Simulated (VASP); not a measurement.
## Lu: single point with BLYP

Crystal: Lu.

```xyz
1
Lattice="-2.0379 2.0379 2.0379 2.0379 -2.0379 2.0379 2.0379 2.0379 -2.0379" Properties=species:S:1:pos:R:3 pbc="T T T"
Lu    0.0000    0.0000    0.0000
```

This cell differs from its parent crystal: volume scaled by 1.12.

| Property | Result |
| --- | --- |
| Program | VASP 6.6.1 |
| Task | single point |
| Functional | BLYP |
| Potentials or basis | VASP PAW PBE potentials, release 64 (Lu) |
| Cutoff | 520 eV |
| k mesh | 13 × 13 × 13 |
| Occupations | fermi-dirac, width 0.1 eV |
| Spin | no spin polarisation |
| Dipole correction | no |
| Further INCAR settings | ALGO = Normal; EDIFF = 1e-06; NBANDS = 18 |

| Property | Result |
| --- | --- |
| Pressure | -3.7 GPa |

Levels at points of the mesh, in eV from the Fermi level:
| k point | band 10 | band 11 | band 12 | band 13 | band 14 | band 15 |
| --- | --- | --- | --- | --- | --- | --- |
| (0.00, 0.00, 0.00) | -5.47 | -5.47 | -5.46 | 1.78 | 1.78 | 1.78 |

It took 47 s on 1 thread of Intel(R) Xeon(R) Platinum 8259CL CPU @ 2.50GHz (Skylake/Cascade Lake), with other jobs on the host, peak memory 0.2 GiB.

Caveat: the PAW data sets were made with another functional, which shifts forces and pressure a little; spin-orbit coupling is left out, which moves the levels of the heavy elements.
